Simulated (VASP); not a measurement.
# Mg (P6_3/mmc) in VASP: notebook

Runs on Mg. Level: PBE. Tasks: single point.

Program: VASP 6.6.1. These are calculated values, not measurements. Logs are shortened: lines on timing, memory, paths and dates and some standing lists are left out, and cuts for length are marked.

## 1. The cell of the first run

Symmetry: P6_3/mmc, No. 194, hexagonal system. The conventional cell has a = 3.338 Å, b = 3.338 Å, c = 5.210 Å, α = 90.00°, β = 90.00°, γ = 120.00°. Mg (site symmetry -6m2) has 12 Mg at 3.24 to 3.34 Å within 4.3 Å.

## 2. Single point, PBE (strain +0.040 along x and y, +0.000 along z)

File INCAR:

```
PREC = Accurate ; ENCUT = 520
EDIFF = 1E-7 ; ISMEAR = 0
SIGMA = 0.15 ; LREAL = F
LASPH = T ; NELM = 60
ALGO = Normal ; ISIF = 2
LWAVE = F ; LCHARG = F
GGA = PE ; NBANDS = 9
```

File KPOINTS:

```
regular mesh
0
Gamma
  18 18 10
```

File POSCAR:

```
Mg
1.0
    3.3376423938      0.0000000000      0.0000000000
   -1.6688211969      2.8904831018      0.0000000000
    0.0000000000      0.0000000000      5.2103300000
Mg
2
Direct
    0.3333333333      0.6666666667      0.2500000000
    0.6666666667      0.3333333333      0.7500000000
```

Potentials or basis: VASP PAW PBE potentials, release 64 (Mg).

Command:

```sh
$ cat potpaw_PBE.64/Mg/POTCAR > POTCAR
$ mpirun -np 1 vasp_std > vasp.out
```

OUTCAR:

```text
PREC = Accurate
   ENCUT = 520
   EDIFF = 1E-7
   ISMEAR = 0
   LREAL = F
   LASPH = T
   NELM = 60
   ISIF = 2
   GGA = PE

 ion  position               nearest neighbor table
   1  0.333  0.667  0.250-   2 3.24   2 3.24   2 3.24   2 3.24   2 3.24   2 3.24
   2  0.667  0.333  0.750-   1 3.24   1 3.24   1 3.24   1 3.24   1 3.24   1 3.24

  LATTYP: Found a hexagonal cell.
 ALAT       =     3.3376423938
 C/A-ratio  =     1.5610809623

  Lattice vectors:

 A1 = (   3.3376423938,   0.0000000000,   0.0000000000)
 A2 = (  -1.6688211969,   2.8904831018,   0.0000000000)
 A3 = (   0.0000000000,   0.0000000000,   5.2103300000)

Analysis of symmetry for initial positions (statically):
=====================================================================
 Subroutine PRICEL returns:
 Original cell was already a primitive cell.

 Routine SETGRP: Setting up the symmetry group for a
 hexagonal supercell.

 Subroutine GETGRP returns: Found 24 space group operations
 (whereof 12 operations were pure point group operations)
 out of a pool of 24 trial point group operations.

The static configuration has the point symmetry D_3d.
 The point group associated with its full space group is D_6h.

Analysis of symmetry for dynamics (positions and initial velocities):
=====================================================================
 Subroutine PRICEL returns:
 Original cell was already a primitive cell.

 Routine SETGRP: Setting up the symmetry group for a
 hexagonal supercell.

 Subroutine GETGRP returns: Found 24 space group operations
 (whereof 12 operations were pure point group operations)
 out of a pool of 24 trial point group operations.

The dynamic configuration has the point symmetry D_3d.
 The point group associated with its full space group is D_6h.

 Subroutine INISYM returns: Found 24 space group operations
 (whereof 12 operations are pure point group operations),
 and found     1 'primitive' translations

----------------------------------------------------------------------------------------

                                     Primitive cell

  volume of cell :      50.2661

  direct lattice vectors                    reciprocal lattice vectors
     3.337642394  0.000000000  0.000000000     0.299612685  0.172981464  0.000000000
    -1.668821197  2.890483102  0.000000000     0.000000000  0.345962929  0.000000000
     0.000000000  0.000000000  5.210330000     0.000000000  0.000000000  0.191926423

  length of vectors
     3.337642394  3.337642394  5.210330000     0.345962929  0.345962929  0.191926423

  position of ions in fractional coordinates (direct lattice)
     0.333333333  0.666666667  0.250000000
     0.666666667  0.333333333  0.750000000

  ion indices of the primitive-cell ions
   primitive index   ion index
                 1           1
                 2           2

----------------------------------------------------------------------------------------

 KPOINTS: regular mesh

Automatic generation of k-mesh.
 Grid dimensions read from file:
 generate k-points for:   18   18   10

 Generating k-lattice:

  Cartesian coordinates                     Fractional coordinates (reciprocal lattice)
     0.016645149  0.009610081  0.000000000     0.055555556  0.000000000  0.000000000
     0.000000000  0.019220163  0.000000000     0.000000000  0.055555556  0.000000000
     0.000000000  0.000000000  0.019192642     0.000000000  0.000000000  0.100000000

  Length of vectors
     0.019220163  0.019220163  0.019192642

  Shift w.r.t. Gamma in fractional coordinates (k-lattice)
     0.000000000  0.000000000  0.000000000

 Subroutine IBZKPT returns following result:
 ===========================================

 Found    222 irreducible k-points:

 Following reciprocal coordinates:
            Coordinates               Weight
  0.000000  0.000000  0.000000      1.000000
  0.055556 -0.000000  0.000000      6.000000
  0.111111 -0.000000  0.000000      6.000000
  0.166667  0.000000  0.000000      6.000000
  0.222222  0.000000  0.000000      6.000000
  0.277778 -0.000000  0.000000      6.000000
[... 16 lines left out ...]
  0.333333  0.111111  0.000000     12.000000
  0.388889  0.111111  0.000000     12.000000
 [... further k-points ...]
   k-points           NKPTS =    222   k-points in BZ     NKDIM =    222   number of bands    NBANDS=      9
   number of dos      NEDOS =    301   number of ions     NIONS =      2
   total plane-waves  NPLWV =  31360
   dimension x,y,z NGX =    28 NGY =   28 NGZ =   40
   dimension x,y,z NGXF=    56 NGYF=   56 NGZF=   80
   ions per type =               2
   NGX,Y,Z   is equivalent  to a cutoff of  13.95, 13.95, 12.76 a.u.
   NGXF,Y,Z  is equivalent  to a cutoff of  27.89, 27.89, 25.53 a.u.
 SYSTEM =  unknown system
   PREC   = accura    normal or accurate (medium, high low for compatibility)
   ISTART =      0    job   : 0-new  1-cont  2-samecut
   ICHARG =      2    charge: 1-file 2-atom 10-const
   ISPIN  =      1    spin polarized calculation?
   LNONCOLLINEAR =      F non collinear calculations
   LSORBIT =      F    spin-orbit coupling
   LASPH  =      T    aspherical Exc in radial PAW
   ENCUT  =  520.0 eV  38.22 Ry    6.18 a.u.   6.21  6.21  9.69*2*pi/ulx,y,z
   NELM   =     60;   NELMIN=  2; NELMDL= -5     # of ELM steps
   EDIFF  = 0.1E-06   stopping-criterion for ELM
   LREAL  =      F    real-space projection
   EDIFFG = 0.1E-05   stopping-criterion for IOM
   NSW    =      0    number of steps for IOM
   IBRION =     -1    ionic relax: 0-MD 1-quasi-New 2-CG
   NFREE  =      0    steps in history (QN), initial steepest desc. (CG)
   ISIF   =      2    stress and relaxation
   ISYM   =      2    0-nonsym 1-usesym 2-fastsym
   POTIM  = 0.5000    time-step for ionic-motion
   TEBEG  =    0.0;   TEEND  =   0.0 temperature during run
   PSTRESS=    0.0 pullay stress
   NELECT =       4.0000    total number of electrons
   NUPDOWN=      -1.0000    fix difference up-down
   EMIN   =  10.00;   EMAX   =-10.00  energy-range for DOS
   EFERMI =   0.00;   METHOD = LEGACY
   ISMEAR =     0;   SIGMA  =   0.15  broadening in eV -4-tet -1-fermi 0-gaus
   EFERMI_NEDOS =   21; number of points for ismear=-14 and -15
   IALGO  =     38    algorithm
   IMIX   =      4    mixing-type and parameters
     AMIX     =   0.40;   BMIX     =  1.00
     AMIX_MAG =   1.60;   BMIX_MAG =  1.00
  volume/ion in A,a.u.               =      25.13       169.61
  Fermi-wavevector in a.u.,A,eV,Ry     =   0.704157  1.330664  6.746278  0.495837
  Thomas-Fermi vector in A             =   1.789323
   LORBIT       =      0    0 simple, 1 ext, 2 COOP (PROOUT), +10 PAW based schemes
   GGA     = PE    functional components
   LHFCALC =     F    Hartree Fock is set to
   AEXX    =    0.0000 exact exchange contribution
   IVDW    =     0    specifies the selected vdW correction
   LEPSILON=     F    determine dielectric tensor
   LRPA    =     F    only Hartree local field effects (RPA)
 non-spin polarized calculation
 Gauss-broadening in eV      SIGMA  =   0.15
  energy-cutoff  :      520.00
  volume of cell :       50.27
 maximum number of plane-waves:      1379
 NGX is ok and might be reduce to    28
   NGX = 13   NGY = 13   NGZ = 19

 number of electron       4.0000000 magnetization

 Free energy of the ion-electron system (eV)
  ---------------------------------------------------
  ext. energy  EPLUGINS =         0.00000000
  ---------------------------------------------------
  free energy    TOTEN  =        -2.97030451 eV

  energy without entropy =       -2.96055917  energy(sigma->0) =       -2.96543184

 E-fermi :   2.1902     XC(G=0):  -8.2149

 val. band max:        2.1659868134   @ k =   0.2778   0.2778   0.3000
 cond. band min:       2.1937008257   @ k =   0.0000   0.0000   0.1000
 fundamental gap:      0.0277140124
 Fermi energy:         2.1902051522

 k-point     1 :       0.0000    0.0000    0.0000
  band No.  band energies     occupation
      1      -4.3731      2.00000
      2       0.8357      2.00000
      3       1.2855      2.00000
      4      12.0532      0.00000
      5      12.0532      0.00000
      6      12.2096      0.00000
      7      12.2096      0.00000
      8      13.5710      0.00000
      9      14.3689      0.00000

 k-point     2 :       0.0556   -0.0000    0.0000
  band No.  band energies     occupation
      1      -4.3174      2.00000
      2       0.8868      2.00000
      3       1.3399      2.00000
      4      10.7916      0.00000
      5      11.3101      0.00000
      6      12.1434      0.00000
      7      13.0468      0.00000
      8      14.2513      0.00000
      9      15.0073      0.00000

 k-point     3 :       0.1111   -0.0000    0.0000
  band No.  band energies     occupation
      1      -4.1505      2.00000
      2       1.0403      2.00000
      3       1.5026      2.00000
      4       9.2140      0.00000
      5      10.5907      0.00000
      6      11.4944      0.00000
      7      13.8655      0.00000
      8      14.0352      0.00000
      9      14.3571      0.00000

 k-point     4 :       0.1667    0.0000    0.0000
  band No.  band energies     occupation
      1      -3.8728      2.00000
      2       1.2962      2.00000
      3       1.7709      1.99992
      4       7.6672      0.00000
      5       9.9673      0.00000
      6      10.7876      0.00000
      7      12.3605      0.00000
      8      13.1839      0.00000
      9      14.6155      0.00000
[... 205 lines left out ...]
 k-point    22 :       0.2778    0.1111    0.0000
  band No.  band energies     occupation
      1      -2.2223      2.00000
      2       2.8314      0.00000
      3       3.0286      0.00000
      4       3.9680      0.00000
      5       6.4162      0.00000
      6       8.3971      0.00000
      7       9.2206      0.00000
      8      11.2621      0.00000
      9      11.9639      0.00000

 k-point    23 :       0.3333    0.1111    0.0000
  band No.  band energies     occupation
      1      -1.5153      2.00000
      2       2.2613      0.50260
      3       3.4947      0.00000
      4       4.1815      0.00000
      5       6.1324      0.00000
      6       7.2277      0.00000
      7       8.1654      0.00000
      8      10.9907      0.00000
      9      11.7339      0.00000

 k-point    24 :       0.3889    0.1111    0.0000
  band No.  band energies     occupation
      1      -0.7064      2.00000
      2       1.2039      2.00000
      3       4.2510      0.00000
      4       4.8276      0.00000
      5       5.8930      0.00000
      6       6.1654      0.00000
      7       7.2922      0.00000
      8      10.8291      0.00000
      9      11.5943      0.00000

 [... further k-points ...]

------------------------ aborting loop because EDIFF is reached ----------------------------------------

  FORCE on cell =-STRESS in cart. coord.  units (eV):
  Direction    XX          YY          ZZ          XY          YZ          ZX
  --------------------------------------------------------------------------------------
  -------------------------------------------------------------------------------------
  Total       -0.9851584     -0.9851584     -0.6608586      0.0000000      0.0000000     -0.0000000
  in kB      -31.4008326    -31.4008326    -21.0641377      0.0000000      0.0000000     -0.0000000
  external PRESSURE =     -27.9552676 kB  Pullay stress =       0.0000000 kB

 VOLUME and BASIS-vectors are now :
 -----------------------------------------------------------------------------
  energy-cutoff  :      520.00
  volume of cell :       50.27
      direct lattice vectors                 reciprocal lattice vectors
     3.337642394  0.000000000  0.000000000     0.299612685  0.172981464  0.000000000
    -1.668821197  2.890483102  0.000000000     0.000000000  0.345962929  0.000000000
     0.000000000  0.000000000  5.210330000     0.000000000  0.000000000  0.191926423

 POSITION                                       TOTAL-FORCE (eV/Angst)
 -----------------------------------------------------------------------------------
     -0.00000      1.92699      1.30258        -0.000000      0.000000      0.000000
      1.66882      0.96349      3.90775         0.000000     -0.000000      0.000000
 -----------------------------------------------------------------------------------
    total drift:                               -0.000000      0.000000     -0.000000

  FREE ENERGIE OF THE ION-ELECTRON SYSTEM (eV)
  ---------------------------------------------------
  free  energy   TOTEN  =        -2.9703045099 eV

  energy  without entropy=       -2.9605591687  energy(sigma->0) =       -2.96543184
```

Run time: 34 s. Hardware: 1 thread of Intel Xeon 6975P-C (Granite Rapids), shared host; peak memory 0.24 GiB.

What came out:

| Property | Result |
| --- | --- |
| Free energy | -2.9703 eV |
| Pressure | -2.8 GPa |
| Band gap on the k mesh | zero (bands 2 and 3 overlap by 2.01 eV) |

Caveat: the cell differs from its parent crystal (strain +0.040 along x and y, +0.000 along z).

## 3. Single point, PBE (strain +0.080 along x and y, -0.040 along z)

File INCAR:

```
SYSTEM = Mg
PREC     = Accurate       ! precision mode
ENCUT    = 520            ! plane-wave cutoff, eV
EDIFF    = 1E-6           ! SCF threshold, eV
ISMEAR   = 0              ! smearing method
SIGMA    = 0.15           ! smearing width, eV
LREAL    = .False.        ! projectors in reciprocal space
LASPH    = .True.         ! aspherical terms in the spheres
NELM     = 100            ! most SCF steps
ALGO     = Normal         ! electronic algorithm
ISIF     = 2              ! what is computed and relaxed
LWAVE    = .False.        ! write WAVECAR
LCHARG   = .True.         ! write CHGCAR
GGA      = PE             ! functional
LELF     = .True.         ! ELF
LVHAR    = .True.       
NBANDS   = 9              ! bands
```

File KPOINTS:

```
regular mesh
0
Gamma
  18 18 10
  0 0 0
```

File POSCAR:

```
Mg
1.0
    3.4660132551      0.0000000000      0.0000000000
   -1.7330066275      3.0016555288      0.0000000000
    0.0000000000      0.0000000000      5.0019168000
Mg
2
Direct
    0.3333333333      0.6666666667      0.2500000000
    0.6666666667      0.3333333333      0.7500000000
```

Potentials or basis: VASP PAW PBE potentials, release 64 (Mg).

Command:

```sh
$ cat potpaw_PBE.64/Mg/POTCAR > POTCAR
$ mpirun -np 1 vasp_std > vasp.out
```

Run time: 35 s. Hardware: 1 thread of Intel Xeon 6975P-C (Granite Rapids), shared host; peak memory 0.24 GiB.

Results (log left out):

* Free energy: -2.8951 eV
* Pressure: -3.2 GPa
* Band gap on the k mesh: zero (bands 2 and 3 overlap by 1.83 eV)

Stress tensor (GPa, compression positive):
```
-4.40  0.00  0.00
 0.00 -4.40  0.00
 0.00  0.00 -0.81
```

Levels at points of the mesh, in eV from the Fermi level:
| k point | band 1 | band 2 | band 3 | band 4 | band 5 | band 6 |
| --- | --- | --- | --- | --- | --- | --- |
| (0.00, 0.00, 0.00) | -6.44 | -0.89 | -0.20 | 8.68 | 8.68 | 9.07 |
| (0.50, 0.00, 0.00) | -2.45 | -2.21 | 2.67 | 3.25 | 3.75 | 3.85 |
| (0.00, 0.00, 0.50) | -4.94 | -4.94 | 6.43 | 6.43 | 9.84 | 9.84 |
| (0.50, 0.00, 0.50) | -1.12 | -1.12 | -0.63 | -0.63 | 6.52 | 6.52 |

Caveat: the cell differs from its parent crystal (strain +0.080 along x and y, -0.040 along z); the cell stands under tension.

## 4. Single point, PBE (strain +0.040 along x and y, +0.040 along z)

File INCAR:

```
SYSTEM = Mg
PREC     = Accurate       ! precision mode
ENCUT    = 520            ! plane-wave cutoff, eV
EDIFF    = 1E-6           ! SCF threshold, eV
ISMEAR   = 0              ! smearing method
SIGMA    = 0.15           ! smearing width, eV
LREAL    = .FALSE.        ! projectors in reciprocal space
LASPH    = .TRUE.         ! aspherical terms in the spheres
NELM     = 60             ! most SCF steps
ALGO     = Fast           ! electronic algorithm
ISIF     = 2              ! what is computed and relaxed
LWAVE    = .FALSE.        ! write WAVECAR
LCHARG   = .FALSE.        ! write CHGCAR
GGA      = PE             ! functional
NBANDS   = 9              ! bands
```

File KPOINTS:

```
Automatic mesh
0
G
  18 18 10
  0 0 0
```

File POSCAR:

```
Mg
1.0
    3.3376423938      0.0000000000      0.0000000000
   -1.6688211969      2.8904831018      0.0000000000
    0.0000000000      0.0000000000      5.4187432000
Mg
2
Direct
    0.3333333333      0.6666666667      0.2500000000
    0.6666666667      0.3333333333      0.7500000000
```

Command:

```sh
$ cat potpaw_PBE.64/Mg/POTCAR > POTCAR
$ mpirun -np 1 vasp_std > vasp.out
```

It took 34 s on 1 thread of Intel Xeon 6975P-C (Granite Rapids), shared host; peak memory 0.24 GiB.

The run converged. Its results:

```yaml
Free_energy: -2.9329 eV
Pressure: -3.7 GPa
Band_gap_on_the_k_mesh: zero (bands 2 and 3 overlap by 2.25 eV)
```

Levels at points of the mesh, in eV from the Fermi level:
| k point | band 1 | band 2 | band 3 | band 4 | band 5 | band 6 |
| --- | --- | --- | --- | --- | --- | --- |
| (0.00, 0.00, 0.00) | -6.39 | -1.47 | -1.25 | 10.07 | 10.07 | 10.21 |
| (0.50, 0.00, 0.00) | -2.02 | -1.92 | 2.49 | 2.93 | 2.97 | 3.33 |
| (0.00, 0.00, 0.50) | -5.11 | -5.11 | 4.66 | 4.66 | 10.93 | 10.93 |
| (0.50, 0.00, 0.50) | -0.96 | -0.96 | -0.48 | -0.48 | 7.35 | 7.35 |

Caveat: the cell differs from its parent crystal (strain +0.040 along x and y, +0.040 along z); the cell stands under tension.

[end of part 1 of 2]

The gap in the log of VASP goes by the Fermi energy; the results here count the filled bands.